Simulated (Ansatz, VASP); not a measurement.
Two plane-wave programs on Be

```
Be
1.0
     2.17020    0.00000    0.00000
     0.00000    2.17020    0.00000
     0.00000    0.00000    2.17020
Be
1
Direct
  0.00000 0.00000 0.00000
```

Alike in both runs: functional r2SCAN; k mesh 20 × 20 × 20; occupations gaussian, width 0.1 eV; no spin polarisation.

Ansatz relaxed the structure, and its values are those at the end. VASP's run is a single point on that final structure, the one shown.

```csv
,VASP,Ansatz
version,VASP 6.6.1,Ansatz 0.2.0
potentials or method,"VASP PAW PBE potentials, release 64 (Be), cutoff 520 eV","scalar-relativistic, plane waves, PAW"
valence electrons in the cell,2,2
```

|  | VASP | Ansatz | Ansatz less VASP |
| --- | --- | --- | --- |
| gap on the k mesh at the Fermi level (eV) | none | none | - |
| pressure (GPa) | 0.0 | 0.0 | -0.02 |

VASP's potentials were made for PBE, not for r2SCAN. A gap of «none» marks a metal or a gap that the smearing closes.
